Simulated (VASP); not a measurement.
# Al4N5 in VASP: notebook

Runs on Al4N5. Level: PBE+D3(BJ). Tasks: single point.

Program: VASP 6.6.1. These are calculated values, not measurements. Logs are shortened: lines on timing, memory, paths and dates and some standing lists are left out, and cuts for length are marked.

## 1. The cell of the first run

The cell holds a slab with vacuum, 18 atoms: a = 6.218 Å, b = 4.978 Å, c = 22.061 Å, α = 90.00°, β = 90.00°, γ = 90.00°.

## 2. Single point, PBE+D3(BJ)

Input file INCAR:

```
SYSTEM = Al4N5
ALGO = Normal ; DIPOL = 0.5 0.5 0.291
EDIFF = 1E-7 ; ENCUT = 520
GGA = PE ; IDIPOL = 3
ISIF = 2 ; ISMEAR = 0
IVDW = 12 ; LASPH = .TRUE.
LCHARG = .TRUE. ; LDIPOL = .TRUE.
LELF = .TRUE. ; LREAL = Auto
LVACPOTAV = .TRUE. ; LVHAR = .TRUE.
LWAVE = .FALSE. ; NBANDS = 52
NELM = 100 ; PREC = Accurate
SIGMA = 0.05
```

Input file KPOINTS:

```
k-points
0
G
  5 6 1
  0 0 0
```

Input file POSCAR:

```
Al4N5
1.0
    6.2178777932      0.0000000000      0.0000000000
    0.0000000000      4.9778062151      0.0000000000
    0.0000000000      0.0000000000     22.0612415661
Al N
8 10
Direct
    0.0000000000      0.9984444684      0.1813134582
    0.5000000000      0.9984444684      0.1813134582
    0.2500000000      0.4984444684      0.2219944576
    0.7500000000      0.4984444684      0.2219944576
    0.2500000000      0.9927115344      0.3083994001
    0.7500000000      0.9927115344      0.3083994001
    0.0000000000      0.4640676885      0.3340308200
    0.5000000000      0.4640676885      0.3340308200
    0.0000000000      0.6165555316      0.1813134582
    0.5000000000      0.6165555316      0.1813134582
    0.2500000000      0.1165555316      0.2219944576
    0.7500000000      0.1165555316      0.2219944576
    0.2500000000      0.6144481599      0.3071137031
    0.7500000000      0.6144481599      0.3071137031
    0.0000000000      0.1109285761      0.3427387141
    0.5000000000      0.1109285761      0.3427387141
    0.1250000000      0.1109285761      0.4968551536
    0.1250000000      0.1109285761      0.5467163546
```

Potentials or basis: VASP PAW PBE potentials, release 64 (Al, N).

Command:

```sh
$ cat potpaw_PBE.64/Al/POTCAR potpaw_PBE.64/N/POTCAR > POTCAR
$ mpirun -np 1 vasp_std > vasp.out
```

OUTCAR:

```text
SYSTEM = Al4N5
   EDIFF = 1E-7
   ENCUT = 520
   GGA = PE
   ISIF = 2
   ISMEAR = 0
   IVDW = 12
   LASPH = .TRUE.
   LREAL = Auto
   NELM = 100
   PREC = Accurate
 IVDW          = 12

 ion  position               nearest neighbor table
   1  0.000  0.998  0.181-  11 1.89  12 1.89   9 1.90   4 3.07   3 3.07   3 3.07   4 3.07   2 3.11
                             2 3.11   5 3.21   6 3.21
   2  0.500  0.998  0.181-  11 1.89  12 1.89  10 1.90   4 3.07   3 3.07   3 3.07   4 3.07   1 3.11
                             1 3.11   5 3.21   6 3.21
   3  0.250  0.498  0.222-   9 1.89  10 1.89  11 1.90  13 1.96   7 2.92   8 2.92   1 3.07   2 3.07
                             1 3.07   2 3.07   4 3.11   4 3.11   5 3.11   5 3.16
   4  0.750  0.498  0.222-   9 1.89  10 1.89  12 1.90  14 1.96   7 2.92   8 2.92   1 3.07   2 3.07
                             1 3.07   2 3.07   3 3.11   3 3.11   6 3.11   6 3.16
   5  0.250  0.993  0.308-  15 1.83  16 1.83  13 1.88  11 2.00   7 2.87   8 2.87   7 3.11   8 3.11
                             6 3.11   6 3.11   3 3.11   3 3.16   2 3.21   1 3.21
   6  0.750  0.993  0.308-  15 1.83  16 1.83  14 1.88  12 2.00   7 2.87   8 2.87   7 3.11   8 3.11
                             5 3.11   5 3.11   4 3.11   4 3.16   2 3.21   1 3.21
   7  0.000  0.464  0.334-  15 1.77  14 1.82  13 1.82   6 2.87   5 2.87   4 2.92   3 2.92   6 3.11
                             5 3.11   8 3.11   8 3.11
   8  0.500  0.464  0.334-  16 1.77  14 1.82  13 1.82   6 2.87   5 2.87   4 2.92   3 2.92   6 3.11
                             5 3.11   7 3.11   7 3.11
   9  0.000  0.617  0.181-   3 1.89   4 1.89   1 1.90
  10  0.500  0.617  0.181-   3 1.89   4 1.89   2 1.90
  11  0.250  0.117  0.222-   1 1.89   2 1.89   3 1.90   5 2.00
  12  0.750  0.117  0.222-   1 1.89   2 1.89   4 1.90   6 2.00
  13  0.250  0.614  0.307-   7 1.82   8 1.82   5 1.88   3 1.96
  14  0.750  0.614  0.307-   7 1.82   8 1.82   6 1.88   4 1.96
  15  0.000  0.111  0.343-   7 1.77   6 1.83   5 1.83
  16  0.500  0.111  0.343-   8 1.77   6 1.83   5 1.83
  17  0.125  0.111  0.497-  18 1.10
  18  0.125  0.111  0.547-  17 1.10

  LATTYP: Found a simple orthorhombic cell.
 ALAT       =     4.9778062151
 B/A-ratio  =     1.2491200992
 C/A-ratio  =     4.4319205314

  Lattice vectors:

 A1 = (   0.0000000000,  -4.9778062151,   0.0000000000)
 A2 = (   6.2178777932,   0.0000000000,   0.0000000000)
 A3 = (   0.0000000000,   0.0000000000,  22.0612415661)

Analysis of symmetry for initial positions (statically):
=====================================================================
 Subroutine PRICEL returns:
 Original cell was already a primitive cell.

 Routine SETGRP: Setting up the symmetry group for a
 simple orthorhombic supercell.

 Subroutine GETGRP returns: Found  1 space group operations
 (whereof  1 operations were pure point group operations)
 out of a pool of  8 trial point group operations.

The static configuration has the point symmetry C_1 .

Analysis of symmetry for dynamics (positions and initial velocities):
=====================================================================
 Subroutine PRICEL returns:
 Original cell was already a primitive cell.

 Routine SETGRP: Setting up the symmetry group for a
 simple orthorhombic supercell.

 Subroutine GETGRP returns: Found  1 space group operations
 (whereof  1 operations were pure point group operations)
 out of a pool of  8 trial point group operations.

The dynamic configuration has the point symmetry C_1 .

 Subroutine INISYM returns: Found  1 space group operations
 (whereof  1 operations are pure point group operations),
 and found     1 'primitive' translations

----------------------------------------------------------------------------------------

                                     Primitive cell

  volume of cell :     682.8261

  direct lattice vectors                    reciprocal lattice vectors
     6.217877793  0.000000000  0.000000000     0.160826577  0.000000000  0.000000000
     0.000000000  4.977806215  0.000000000     0.000000000  0.200891709  0.000000000
     0.000000000  0.000000000 22.061241566     0.000000000  0.000000000  0.045328365

  length of vectors
     6.217877793  4.977806215 22.061241566     0.160826577  0.200891709  0.045328365

  position of ions in fractional coordinates (direct lattice)
     0.000000000  0.998444468  0.181313458
     0.500000000  0.998444468  0.181313458
     0.250000000  0.498444468  0.221994458
     0.750000000  0.498444468  0.221994458
     0.250000000  0.992711534  0.308399400
     0.750000000  0.992711534  0.308399400
[... 10 lines left out ...]
     0.125000000  0.110928576  0.496855154
     0.125000000  0.110928576  0.546716355

  ion indices of the primitive-cell ions
   primitive index   ion index
                 1           1
                 2           2
                 3           3
                 4           4
                 5           5
                 6           6
[... 10 lines left out ...]
                17          17
                18          18

----------------------------------------------------------------------------------------

 KPOINTS: k-points

Automatic generation of k-mesh.
 Grid dimensions read from file:
 generate k-points for:    5    6    1

 Generating k-lattice:

  Cartesian coordinates                     Fractional coordinates (reciprocal lattice)
     0.032165315  0.000000000  0.000000000     0.200000000  0.000000000  0.000000000
     0.000000000  0.033481952  0.000000000     0.000000000  0.166666667  0.000000000
     0.000000000  0.000000000  0.045328365     0.000000000  0.000000000  1.000000000

  Length of vectors
     0.032165315  0.033481952  0.045328365

  Shift w.r.t. Gamma in fractional coordinates (k-lattice)
     0.000000000  0.000000000  0.000000000

 Subroutine IBZKPT returns following result:
 ===========================================

 Found     16 irreducible k-points:

 Following reciprocal coordinates:
            Coordinates               Weight
  0.000000  0.000000  0.000000      1.000000
  0.200000  0.000000  0.000000      2.000000
  0.400000  0.000000  0.000000      2.000000
  0.000000  0.166667  0.000000      2.000000
  0.200000  0.166667  0.000000      2.000000
 -0.200000  0.166667  0.000000      2.000000
[... 8 lines left out ...]
  0.200000  0.500000  0.000000      2.000000
  0.400000  0.500000  0.000000      2.000000
   k-points           NKPTS =     16   k-points in BZ     NKDIM =     16   number of bands    NBANDS=     52
   number of dos      NEDOS =    301   number of ions     NIONS =     18
   total plane-waves  NPLWV = 322560
   dimension x,y,z NGX =    48 NGY =   40 NGZ =  168
   dimension x,y,z NGXF=    96 NGYF=   80 NGZF=  336
   ions per type =               8  10
   NGX,Y,Z   is equivalent  to a cutoff of  12.83, 13.36, 12.66 a.u.
   NGXF,Y,Z  is equivalent  to a cutoff of  25.67, 26.72, 25.32 a.u.
 SYSTEM =  Al4N5
   PREC   = accura    normal or accurate (medium, high low for compatibility)
   ISTART =      0    job   : 0-new  1-cont  2-samecut
   ICHARG =      2    charge: 1-file 2-atom 10-const
   ISPIN  =      1    spin polarized calculation?
   LNONCOLLINEAR =      F non collinear calculations
   LSORBIT =      F    spin-orbit coupling
   LASPH  =      T    aspherical Exc in radial PAW
   ENCUT  =  520.0 eV  38.22 Ry    6.18 a.u.  11.56  9.26 41.02*2*pi/ulx,y,z
   NELM   =    100;   NELMIN=  2; NELMDL= -5     # of ELM steps
   EDIFF  = 0.1E-06   stopping-criterion for ELM
   LREAL  =      T    real-space projection
   EDIFFG = 0.1E-05   stopping-criterion for IOM
   NSW    =      0    number of steps for IOM
   IBRION =     -1    ionic relax: 0-MD 1-quasi-New 2-CG
   NFREE  =      0    steps in history (QN), initial steepest desc. (CG)
   ISIF   =      2    stress and relaxation
   ISYM   =      2    0-nonsym 1-usesym 2-fastsym
   POTIM  = 0.5000    time-step for ionic-motion
   TEBEG  =    0.0;   TEEND  =   0.0 temperature during run
   PSTRESS=    0.0 pullay stress
   NELECT =      74.0000    total number of electrons
   NUPDOWN=      -1.0000    fix difference up-down
   EMIN   =  10.00;   EMAX   =-10.00  energy-range for DOS
   EFERMI =   0.00;   METHOD = LEGACY
   ISMEAR =     0;   SIGMA  =   0.05  broadening in eV -4-tet -1-fermi 0-gaus
   EFERMI_NEDOS =   21; number of points for ismear=-14 and -15
   IALGO  =     38    algorithm
   IMIX   =      4    mixing-type and parameters
     AMIX     =   0.40;   BMIX     =  1.00
     AMIX_MAG =   1.60;   BMIX_MAG =  1.00
  volume/ion in A,a.u.               =      37.93       256.00
  Fermi-wavevector in a.u.,A,eV,Ry     =   0.780516  1.474962  8.288749  0.609206
  Thomas-Fermi vector in A             =   1.883844
   LORBIT       =      0    0 simple, 1 ext, 2 COOP (PROOUT), +10 PAW based schemes
   GGA     = PE    functional components
   LHFCALC =     F    Hartree Fock is set to
   AEXX    =    0.0000 exact exchange contribution
   IVDW    =    12    specifies the selected vdW correction
   LEPSILON=     F    determine dielectric tensor
   LRPA    =     F    only Hartree local field effects (RPA)
 non-spin polarized calculation
 Gauss-broadening in eV      SIGMA  =   0.05
  energy-cutoff  :      520.00
  volume of cell :      682.83
 maximum number of plane-waves:     18410
 NGX is ok and might be reduce to    48
   NGX = 23   NGY = 19   NGZ = 83

 dipolmoment           0.000000      0.000000     -0.005356 electrons x Angstroem

 number of electron      73.9999994 magnetization

 dipolmoment           0.000000      0.000000      0.063206 electrons x Angstroem

 Free energy of the ion-electron system (eV)
  ---------------------------------------------------
  ext. energy  EPLUGINS =         0.00000000
  ---------------------------------------------------
  free energy    TOTEN  =      -126.65072461 eV

  energy without entropy =     -126.65072461  energy(sigma->0) =     -126.65072461

 E-fermi :  -1.7292     XC(G=0):  -3.9443

 val. band max:       -1.9736416332   @ k =   0.0000   0.5000   0.0000
 cond. band min:      -0.5422793108   @ k =   0.0000   0.0000   0.0000
 fundamental gap:      1.4313623224
 Fermi energy:        -1.7292095795

 k-point     1 :       0.0000    0.0000    0.0000
  band No.  band energies     occupation
      1     -25.1538      2.00000
      2     -17.2902      2.00000
      3     -16.1272      2.00000
      4     -16.1087      2.00000
      5     -15.2553      2.00000
      6     -14.8446      2.00000
[... 41 lines left out ...]
     48       3.6159      0.00000
     49       3.6484      0.00000

 k-point     2 :       0.2000    0.0000    0.0000
  band No.  band energies     occupation
      1     -25.1538      2.00000
      2     -17.2055      2.00000
      3     -16.2691      2.00000
      4     -16.0589      2.00000
      5     -15.3613      2.00000
      6     -14.7996      2.00000
[... 41 lines left out ...]
     48       3.6173      0.00000
     49       3.7453      0.00000

 k-point     3 :       0.4000    0.0000    0.0000
  band No.  band energies     occupation
      1     -25.1538      2.00000
      2     -16.9653      2.00000
      3     -16.6176      2.00000
      4     -15.8690      2.00000
      5     -15.6065      2.00000
      6     -14.6847      2.00000
[... 665 lines left out ...]
     48       4.0806      0.00000
     49       4.1435      0.00000

 k-point    16 :       0.4000    0.5000    0.0000
  band No.  band energies     occupation
      1     -25.1531      2.00000
      2     -16.5062      2.00000
      3     -16.2479      2.00000
      4     -16.0605      2.00000
      5     -15.7834      2.00000
      6     -14.8848      2.00000
[... 41 lines left out ...]
     48       4.3932      0.00000
     49       4.5008      0.00000
 [bands above 49 left out]

------------------------ aborting loop because EDIFF is reached ----------------------------------------

 Edisp (eV)   -2.79191

 E8    (eV) :    -1.1298

  FORCE on cell =-STRESS in cart. coord.  units (eV):
  Direction    XX          YY          ZZ          XY          YZ          ZX
  --------------------------------------------------------------------------------------
  -------------------------------------------------------------------------------------
  Total       5.47337    -3.89603    -2.96010    -0.00278     1.61994     0.07159
  in kB      12.84266    -9.14161    -6.94554    -0.00652     3.80101     0.16797
  external pressure =       -1.08 kB  Pullay stress =        0.00 kB

 VOLUME and BASIS-vectors are now :
 -----------------------------------------------------------------------------
  energy-cutoff  :      520.00
  volume of cell :      682.83
      direct lattice vectors                 reciprocal lattice vectors
     6.217877793  0.000000000  0.000000000     0.160826577  0.000000000  0.000000000
     0.000000000  4.977806215  0.000000000     0.000000000  0.200891709  0.000000000
     0.000000000  0.000000000 22.061241566     0.000000000  0.000000000  0.045328365

 POSITION                                       TOTAL-FORCE (eV/Angst)
 -----------------------------------------------------------------------------------
      0.00000      4.97006      4.00000        -0.000953     -1.587465      2.232175
      3.10894      4.97006      4.00000         0.000835     -1.588454      2.225183
      1.55447      2.48116      4.89747        -0.000811      0.807082     -1.856246
      4.66341      2.48116      4.89747         0.000921      0.806055     -1.856348
      1.55447      4.94153      6.80367        -0.027130     -0.013840      0.002290
      4.66341      4.94153      6.80367         0.028298     -0.011695     -0.011133
[... 10 lines left out ...]
      0.77723      0.55218     10.96124         0.036983      0.018776     -2.134147
      0.77723      0.55218     12.06124        -0.013175     -0.009674      2.163793
 -----------------------------------------------------------------------------------
    total drift:                                0.000126     -0.013535     -0.008081

  FREE ENERGIE OF THE ION-ELECTRON SYSTEM (eV)
  ---------------------------------------------------
  free  energy   TOTEN  =      -129.4426323358 eV

  energy  without entropy=     -129.4426323358  energy(sigma->0) =     -129.44263234

 vacuum level on the upper side and lower side of the slab         3.326         2.957
```

It took 41 min on 1 thread of Intel Xeon 8259CL, shared host; peak memory 0.84 GiB.

Results:

```
Free energy                : -129.4426 eV
Largest force              : 2.739 eV/Å
Band gap on the k mesh     : 1.43 eV (least direct gap 1.45 eV)
Dispersion energy per atom : -0.155 eV
```

Forces in eV/Å, atoms in the order of the input:
```
Al  -0.001 -1.587  2.232
Al   0.001 -1.588  2.225
Al  -0.001  0.807 -1.856
Al   0.001  0.806 -1.856
Al  -0.027 -0.014  0.002
Al   0.028 -0.012 -0.011
Al   0.004 -0.025 -0.007
Al  -0.004  0.002 -0.013
N    0.000  0.684  0.645
N    0.000  0.684  0.646
N    0.004  0.094 -1.004
N   -0.006  0.094 -1.009
N    0.006  0.028  0.003
N   -0.008  0.030  0.003
N   -0.026 -0.006 -0.053
N    0.004 -0.007  0.023
N    0.037  0.019 -2.134
N   -0.013 -0.010  2.164
```

Caveat: the standard files for N, O and F lose accuracy on very short bonds.

## 3. Single point, PBE+D3(BJ)

Input file INCAR:

```
SYSTEM = Al4N5
ALGO = Normal
DIPOL = 0.5 0.5 0.291
EDIFF = 1E-6
ENCUT = 520
GGA = PE
IDIPOL = 3
ISIF = 2
ISMEAR = 0
IVDW = 12
LASPH = .TRUE.
LCHARG = .FALSE.
LDIPOL = .TRUE.
LREAL = Auto
LWAVE = .FALSE.
NBANDS = 52
NELM = 80
PREC = Accurate
SIGMA = 0.05
```

KPOINTS is that of step 2.

POSCAR: that of step 2 with these lines changed.

```diff
@@ -24,3 +24,3 @@
     0.5000000000      0.1109285761      0.3427387141
-    0.1250000000      0.1109285761      0.4968551536
-    0.1250000000      0.1109285761      0.5467163546
+    0.1250000000      0.6109285761      0.4968551536
+    0.1250000000      0.6109285761      0.5467163546
```

Potentials or basis: VASP PAW PBE potentials, release 64 (Al, N).

Command:

```sh
$ cat potpaw_PBE.64/Al/POTCAR potpaw_PBE.64/N/POTCAR > POTCAR
$ mpirun -np 1 vasp_std > vasp.out
```

It took 40 min on 1 thread of Intel Xeon 8259CL, shared host; peak memory 0.84 GiB.

The run converged. Its results:

```
Free energy                : -129.5126 eV
Largest force              : 2.738 eV/Å
Band gap on the k mesh     : 1.44 eV (least direct gap 1.45 eV)
Dispersion energy per atom : -0.155 eV
```

Forces on the atoms (eV/Å):
```
Al   0.001 -1.590  2.229
Al  -0.001 -1.591  2.225
Al   0.002  0.815 -1.846
Al  -0.001  0.811 -1.857
Al  -0.019 -0.035 -0.002
Al   0.019 -0.025 -0.012
Al   0.030  0.020  0.063
Al  -0.021  0.017 -0.007
N   -0.001  0.685  0.643
N    0.002  0.685  0.642
N    0.002  0.095 -1.000
N   -0.002  0.095 -0.998
N    0.006  0.020 -0.022
N   -0.005  0.024  0.001
N   -0.009 -0.008  0.007
N    0.005 -0.007  0.030
N   -0.009 -0.025 -2.146
N    0.003  0.013  2.051
```

Levels at points of the mesh, in eV from the valence-band top:
```csv
k point,band 33,band 34,band 35,band 36,band 37,band 38,band 39,band 40,band 41,band 42
"(0.00, 0.00, 0.00)",-0.72,-0.70,-0.25,-0.07,-0.01,1.44,2.87,2.98,3.08,3.13
"(0.00, 0.50, 0.00)",-0.73,-0.47,-0.39,-0.25,0.00,1.92,2.84,2.90,3.09,3.32
```

Caveat: the standard files for N, O and F lose accuracy on very short bonds.
